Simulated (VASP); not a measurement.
# SnO (C2) in VASP: notebook

SnO is run at these levels: PBEsol+D3(BJ); tasks: single point.

Everything below comes from runs of VASP 6.6.1. Logs are shortened: lines on timing, memory, paths and dates and some standing lists are left out, and cuts for length are marked.

## (1) The cell of the first run

Symmetry: C2, No. 5, monoclinic system. Conventional cell: a = 5.332 Å, b = 5.332 Å, c = 4.563 Å, α = 90.00°, β = 90.00°, γ = 90.00°. Sn (site symmetry 1) has 4 O at 2.15 to 2.28 Å within 2.8 Å. O (site symmetry 2) has 4 Sn at 2.15 to 2.28 Å and 4 O at 2.55 to 2.78 Å within 2.8 Å. Within 2.9 Å of O (site symmetry 2) lie 4 Sn at 2.21 Å and 4 O at 2.55 to 2.78 Å.

## (2) Single point, PBEsol+D3(BJ) (atom 3 (O) moved +0.113 Å towards its neighbour atom 4 (O) at 2.666 Å)

Contents of INCAR:

```
SYSTEM = SnO
ALGO = Normal ; EDIFF = 1E-6
ENCUT = 600 ; GGA = PS
GGA_COMPAT = .FALSE. ; ISIF = 2
ISMEAR = 0 ; IVDW = 12
LASPH = .TRUE. ; LCHARG = .FALSE.
LREAL = .FALSE. ; LWAVE = .FALSE.
NBANDS = 28 ; NELM = 120
PREC = Accurate ; SIGMA = 0.15
```

Contents of KPOINTS:

```
k-points
0
G
  12 12 10
  0 0 0
```

Contents of POSCAR:

```
SnO
1.0
    3.7703910616      0.0000000000      0.0000000000
    0.0000000000      3.7703910616      0.0000000000
    0.0000000000      0.0000000000      4.5633702865
Sn O
2 2
Direct
    0.0000000000      0.5000000000      0.2532585894
    0.5000000000      0.0000000000      0.7467414106
   -0.0210984780     -0.0210984780      0.0000000000
    0.5000000000      0.5000000000      0.0000000000
```

Potentials or basis: VASP PAW PBE potentials, release 64 (Sn_d, O).

Run with:

```bash
cat potpaw_PBE.64/Sn_d/POTCAR potpaw_PBE.64/O/POTCAR > POTCAR
mpirun -np 1 vasp_std > vasp.out
```

OUTCAR:

```text
SYSTEM = SnO
   EDIFF = 1E-6
   ENCUT = 600
   GGA = PS
   ISIF = 2
   ISMEAR = 0
   IVDW = 12
   LASPH = .TRUE.
   LREAL = .FALSE.
   NELM = 120
   PREC = Accurate
 IVDW          = 12

 ion  position               nearest neighbor table
   1  0.000  0.500  0.253-   3 2.15   4 2.21   4 2.21   3 2.28   2 3.49   2 3.49   2 3.49   2 3.49
                             2 3.53   2 3.53   2 3.53   2 3.53
   2  0.500  0.000  0.747-   3 2.15   4 2.21   4 2.21   3 2.28   1 3.49   1 3.49   1 3.49   1 3.49
                             1 3.53   1 3.53   1 3.53   1 3.53
   3  0.979  0.979  0.000-   1 2.15   2 2.15   2 2.28   1 2.28
   4  0.500  0.500  0.000-   1 2.21   2 2.21   2 2.21   1 2.21

  LATTYP: Found a simple tetragonal cell.
 ALAT       =     3.7703910616
 C/A-ratio  =     1.2103175007

  Lattice vectors:

 A1 = (   3.7703910616,   0.0000000000,   0.0000000000)
 A2 = (   0.0000000000,   3.7703910616,   0.0000000000)
 A3 = (   0.0000000000,   0.0000000000,   4.5633702865)

Analysis of symmetry for initial positions (statically):
=====================================================================
 Subroutine PRICEL returns:
 Original cell was already a primitive cell.

 Routine SETGRP: Setting up the symmetry group for a
 simple tetragonal supercell.

 Subroutine GETGRP returns: Found  2 space group operations
 (whereof  2 operations were pure point group operations)
 out of a pool of 16 trial point group operations.

The static configuration has the point symmetry C_2 .

Analysis of symmetry for dynamics (positions and initial velocities):
=====================================================================
 Subroutine PRICEL returns:
 Original cell was already a primitive cell.

 Routine SETGRP: Setting up the symmetry group for a
 simple tetragonal supercell.

 Subroutine GETGRP returns: Found  2 space group operations
 (whereof  2 operations were pure point group operations)
 out of a pool of 16 trial point group operations.

The dynamic configuration has the point symmetry C_2 .

 Subroutine INISYM returns: Found  2 space group operations
 (whereof  2 operations are pure point group operations),
 and found     1 'primitive' translations

----------------------------------------------------------------------------------------

                                     Primitive cell

  volume of cell :      64.8722

  direct lattice vectors                    reciprocal lattice vectors
     3.770391062  0.000000000  0.000000000     0.265224478  0.000000000  0.000000000
     0.000000000  3.770391062  0.000000000     0.000000000  0.265224478  0.000000000
     0.000000000  0.000000000  4.563370286     0.000000000  0.000000000  0.219136282

  length of vectors
     3.770391062  3.770391062  4.563370286     0.265224478  0.265224478  0.219136282

  position of ions in fractional coordinates (direct lattice)
     0.000000000  0.500000000  0.253258589
     0.500000000  0.000000000  0.746741411
     0.978901522  0.978901522  0.000000000
     0.500000000  0.500000000  0.000000000

  ion indices of the primitive-cell ions
   primitive index   ion index
                 1           1
                 2           2
                 3           3
                 4           4

----------------------------------------------------------------------------------------

 KPOINTS: k-points

Automatic generation of k-mesh.
 Grid dimensions read from file:
 generate k-points for:   12   12   10

 Generating k-lattice:

  Cartesian coordinates                     Fractional coordinates (reciprocal lattice)
     0.022102040  0.000000000  0.000000000     0.083333333  0.000000000  0.000000000
     0.000000000  0.022102040  0.000000000     0.000000000  0.083333333  0.000000000
     0.000000000  0.000000000  0.021913628     0.000000000  0.000000000  0.100000000

  Length of vectors
     0.022102040  0.022102040  0.021913628

  Shift w.r.t. Gamma in fractional coordinates (k-lattice)
     0.000000000  0.000000000  0.000000000

 Subroutine IBZKPT returns following result:
 ===========================================

 Found    398 irreducible k-points:

 Following reciprocal coordinates:
            Coordinates               Weight
  0.000000  0.000000  0.000000      1.000000
  0.083333  0.000000  0.000000      4.000000
  0.166667  0.000000  0.000000      4.000000
  0.250000  0.000000  0.000000      4.000000
  0.333333  0.000000  0.000000      4.000000
  0.416667  0.000000  0.000000      4.000000
[... 16 lines left out ...]
  0.333333  0.166667  0.000000      4.000000
 -0.166667  0.333333  0.000000      4.000000
 [... further k-points ...]
   k-points           NKPTS =    398   k-points in BZ     NKDIM =    398   number of bands    NBANDS=     28
   number of dos      NEDOS =    301   number of ions     NIONS =      4
   total plane-waves  NPLWV =  32400
   dimension x,y,z NGX =    30 NGY =   30 NGZ =   36
   dimension x,y,z NGXF=    60 NGYF=   60 NGZF=   72
   ions per type =               2   2
   NGX,Y,Z   is equivalent  to a cutoff of  13.23, 13.23, 13.11 a.u.
   NGXF,Y,Z  is equivalent  to a cutoff of  26.46, 26.46, 26.23 a.u.
 SYSTEM =  SnO
   PREC   = accura    normal or accurate (medium, high low for compatibility)
   ISTART =      0    job   : 0-new  1-cont  2-samecut
   ICHARG =      2    charge: 1-file 2-atom 10-const
   ISPIN  =      1    spin polarized calculation?
   LNONCOLLINEAR =      F non collinear calculations
   LSORBIT =      F    spin-orbit coupling
   LASPH  =      T    aspherical Exc in radial PAW
   ENCUT  =  600.0 eV  44.10 Ry    6.64 a.u.   7.53  7.53  9.11*2*pi/ulx,y,z
   NELM   =    120;   NELMIN=  2; NELMDL= -5     # of ELM steps
   EDIFF  = 0.1E-05   stopping-criterion for ELM
   LREAL  =      F    real-space projection
   EDIFFG = 0.1E-04   stopping-criterion for IOM
   NSW    =      0    number of steps for IOM
   IBRION =     -1    ionic relax: 0-MD 1-quasi-New 2-CG
   NFREE  =      0    steps in history (QN), initial steepest desc. (CG)
   ISIF   =      2    stress and relaxation
   ISYM   =      2    0-nonsym 1-usesym 2-fastsym
   POTIM  = 0.5000    time-step for ionic-motion
   TEBEG  =    0.0;   TEEND  =   0.0 temperature during run
   PSTRESS=    0.0 pullay stress
   NELECT =      40.0000    total number of electrons
   NUPDOWN=      -1.0000    fix difference up-down
   EMIN   =  10.00;   EMAX   =-10.00  energy-range for DOS
   EFERMI =   0.00;   METHOD = LEGACY
   ISMEAR =     0;   SIGMA  =   0.15  broadening in eV -4-tet -1-fermi 0-gaus
   EFERMI_NEDOS =   21; number of points for ismear=-14 and -15
   IALGO  =     38    algorithm
   IMIX   =      4    mixing-type and parameters
     AMIX     =   0.40;   BMIX     =  1.00
     AMIX_MAG =   1.60;   BMIX_MAG =  1.00
  volume/ion in A,a.u.               =      16.22       109.44
  Fermi-wavevector in a.u.,A,eV,Ry     =   1.393398  2.633141 26.416518  1.941559
  Thomas-Fermi vector in A             =   2.517048
   LORBIT       =      0    0 simple, 1 ext, 2 COOP (PROOUT), +10 PAW based schemes
   GGA     = PS    functional components
   LHFCALC =     F    Hartree Fock is set to
   AEXX    =    0.0000 exact exchange contribution
   IVDW    =    12    specifies the selected vdW correction
   LEPSILON=     F    determine dielectric tensor
   LRPA    =     F    only Hartree local field effects (RPA)
 non-spin polarized calculation
 Gauss-broadening in eV      SIGMA  =   0.15
  energy-cutoff  :      600.00
  volume of cell :       64.87
 maximum number of plane-waves:      2198
   NGX = 15   NGY = 15   NGZ = 19

 number of electron      40.0000019 magnetization

 Free energy of the ion-electron system (eV)
  ---------------------------------------------------
  ext. energy  EPLUGINS =         0.00000000
  ---------------------------------------------------
  free energy    TOTEN  =       -24.13545764 eV

  energy without entropy =      -24.13086307  energy(sigma->0) =      -24.13316036

 E-fermi :   7.9712     XC(G=0): -10.9327

 val. band max:        7.9580992625   @ k =   0.0833   0.0833   0.1000
 cond. band min:       7.9764279819   @ k =   0.5000   0.4167   0.0000
 fundamental gap:      0.0183287194
 Fermi energy:         7.9711711695

 k-point     1 :       0.0000    0.0000    0.0000
  band No.  band energies     occupation
      1     -14.1037      2.00000
      2     -13.6518      2.00000
      3     -13.6321      2.00000
      4     -13.6039      2.00000
      5     -13.5711      2.00000
      6     -13.5695      2.00000
[... 20 lines left out ...]
     27      14.6334      0.00000
     28      14.7273      0.00000

 k-point     2 :       0.0833    0.0000    0.0000
  band No.  band energies     occupation
      1     -14.0995      2.00000
      2     -13.6534      2.00000
      3     -13.6300      2.00000
      4     -13.6024      2.00000
      5     -13.5710      2.00000
      6     -13.5680      2.00000
[... 20 lines left out ...]
     27      14.6688      0.00000
     28      15.3686      0.00000

 k-point     3 :       0.1667    0.0000    0.0000
  band No.  band energies     occupation
      1     -14.0877      2.00000
      2     -13.6740      2.00000
      3     -13.6239      2.00000
      4     -13.6069      2.00000
      5     -13.5785      2.00000
      6     -13.5624      2.00000
[... 20 lines left out ...]
     27      14.7555      0.00000
     28      16.7032      0.00000

 k-point     4 :       0.2500    0.0000    0.0000
  band No.  band energies     occupation
      1     -14.0693      2.00000
      2     -13.7457      2.00000
      3     -13.6168      2.00000
      4     -13.6066      2.00000
      5     -13.5768      2.00000
      6     -13.5623      2.00000
[... 578 lines left out ...]
     27      16.4784      0.00000
     28      16.5116      0.00000

 k-point    23 :       0.3333    0.1667    0.0000
  band No.  band energies     occupation
      1     -14.0525      2.00000
      2     -13.8754      2.00000
      3     -13.6168      2.00000
      4     -13.5762      2.00000
      5     -13.5677      2.00000
      6     -13.5651      2.00000
[... 20 lines left out ...]
     27      16.0702      0.00000
     28      16.6039      0.00000

 k-point    24 :      -0.1667    0.3333    0.0000
  band No.  band energies     occupation
      1     -14.0463      2.00000
      2     -13.8813      2.00000
      3     -13.6181      2.00000
      4     -13.5748      2.00000
      5     -13.5737      2.00000
      6     -13.5625      2.00000
[... 20 lines left out ...]
     27      16.0967      0.00000
     28      16.5913      0.00000

 [... further k-points ...]

------------------------ aborting loop because EDIFF is reached ----------------------------------------

 Edisp (eV)   -0.93355

 E8    (eV) :    -0.6177

  FORCE on cell =-STRESS in cart. coord.  units (eV):
  Direction    XX          YY          ZZ          XY          YZ          ZX
  --------------------------------------------------------------------------------------
  -------------------------------------------------------------------------------------
  Total       0.28159     0.28159     0.19099     0.08089    -0.34295     0.34295
  in kB       6.95453     6.95453     4.71690     1.99773    -8.46993     8.46989
  external pressure =        6.21 kB  Pullay stress =        0.00 kB

 VOLUME and BASIS-vectors are now :
 -----------------------------------------------------------------------------
  energy-cutoff  :      600.00
  volume of cell :       64.87
      direct lattice vectors                 reciprocal lattice vectors
     3.770391062  0.000000000  0.000000000     0.265224478  0.000000000  0.000000000
     0.000000000  3.770391062  0.000000000     0.000000000  0.265224478  0.000000000
     0.000000000  0.000000000  4.563370286     0.000000000  0.000000000  0.219136282

 POSITION                                       TOTAL-FORCE (eV/Angst)
 -----------------------------------------------------------------------------------
      0.00000      1.88520      1.15571        -0.063016     -0.272325      0.137958
      1.88520      0.00000      3.40766        -0.272325     -0.063016     -0.137958
      3.69084      3.69084      0.00000         0.710438      0.710438      0.000000
      1.88520      1.88520      0.00000        -0.375098     -0.375098      0.000000
 -----------------------------------------------------------------------------------
    total drift:                                0.000117      0.000118     -0.000001

  FREE ENERGIE OF THE ION-ELECTRON SYSTEM (eV)
  ---------------------------------------------------
  free  energy   TOTEN  =       -25.0690034807 eV

  energy  without entropy=      -25.0644089125  energy(sigma->0) =      -25.06670620
```

Run time: 5.3 min. Hardware: 1 thread of Intel Xeon 6975P-C (Granite Rapids), shared host; peak memory 0.75 GiB.

What came out:

| Item | Value |
| --- | --- |
| Free energy | -25.0690 eV |
| Pressure | 0.6 GPa |
| Largest force | 1.005 eV/Å |
| Band gap on the k mesh | zero (bands 20 and 21 overlap by 0.48 eV) |
| Dispersion energy per atom | -0.233 eV |

Forces on the atoms (eV/Å):
```
Sn  -0.063 -0.272  0.138
Sn  -0.272 -0.063 -0.138
O    0.710  0.710  0.000
O   -0.375 -0.375  0.000
```

Stress tensor (GPa, compression positive):
```
 0.70  0.20  0.85
 0.20  0.70 -0.85
 0.85 -0.85  0.47
```

Caveat: the cell differs from its parent crystal (atom 3 (O) moved +0.113 Å towards its neighbour atom 4 (O) at 2.666 Å); semilocal functionals underestimate gaps, so a narrow gap can read as zero; the PAW data sets were made with another functional, which shifts forces and pressure a little; spin-orbit coupling is left out, which moves the levels of the heavy elements.

## (3) Single point, PBEsol+D3(BJ) (atom 3 (O) moved +0.056 Å towards its neighbour atom 4 (O) at 2.666 Å)

Contents of INCAR:

```
PREC = Accurate ; ENCUT = 600
EDIFF = 1E-6 ; ISMEAR = 0
SIGMA = 0.15 ; LREAL = False
LASPH = True ; NELM = 120
ALGO = Normal ; ISIF = 2
LWAVE = False ; LCHARG = False
GGA = PS ; IVDW = 12
NBANDS = 28 ; GGA_COMPAT = False
```

Contents of KPOINTS:

```
regular mesh
0
Gamma
  12 12 10
```

Changes to POSCAR since step 2:

```diff
@@ -10,3 +10,3 @@
     0.5000000000      0.0000000000      0.7467414106
-   -0.0210984780     -0.0210984780      0.0000000000
+   -0.0105586161     -0.0105586161      0.0000000000
     0.5000000000      0.5000000000      0.0000000000
```

Potentials or basis: VASP PAW PBE potentials, release 64 (Sn_d, O).

Run with:

```bash
cat potpaw_PBE.64/Sn_d/POTCAR potpaw_PBE.64/O/POTCAR > POTCAR
mpirun -np 1 vasp_std > vasp.out
```

It took 5 min on 1 thread of Intel Xeon 6975P-C (Granite Rapids), shared host; peak memory 0.75 GiB.

It converged, with:

```yaml
Free_energy: -25.1111 eV
Pressure: 0.3 GPa
Largest_force: 0.498 eV/Å
Band_gap_on_the_k_mesh: zero (bands 20 and 21 overlap by 0.48 eV)
Dispersion_energy_per_atom: -0.233 eV
```

Forces in eV/Å, atoms in the order of the input:
```
Sn  -0.033 -0.134  0.102
Sn  -0.134 -0.033 -0.102
O    0.352  0.352  0.000
O   -0.185 -0.185  0.000
```

Stress tensor (GPa, compression positive):
```
 0.31  0.05  0.41
 0.05  0.31 -0.41
 0.41 -0.41  0.27
```

Levels at points of the mesh, in eV from the Fermi level:
| k point | band 18 | band 19 | band 20 | band 21 | band 22 | band 23 |
| --- | --- | --- | --- | --- | --- | --- |
| (0.00, 0.00, 0.00) | -3.29 | -3.28 | 0.02 | 2.38 | 4.31 | 4.33 |
| (0.50, 0.00, 0.00) | -4.96 | -3.03 | -2.99 | 3.38 | 3.61 | 5.74 |
| (0.50, 0.50, 0.00) | -2.61 | -1.97 | -1.97 | -0.44 | -0.44 | 4.45 |
| (0.00, 0.00, 0.50) | -3.30 | -2.62 | -2.30 | 1.64 | 2.44 | 2.46 |
| (0.50, 0.00, 0.50) | -4.90 | -1.87 | -1.79 | 2.85 | 2.89 | 5.09 |
| (0.50, 0.50, 0.50) | -3.08 | -2.61 | -2.61 | 2.13 | 2.13 | 4.52 |

Caveat: the cell differs from its parent crystal (atom 3 (O) moved +0.056 Å towards its neighbour atom 4 (O) at 2.666 Å); semilocal functionals underestimate gaps, so a narrow gap can read as zero; the PAW data sets were made with another functional, which shifts forces and pressure a little; spin-orbit coupling is left out, which moves the levels of the heavy elements.
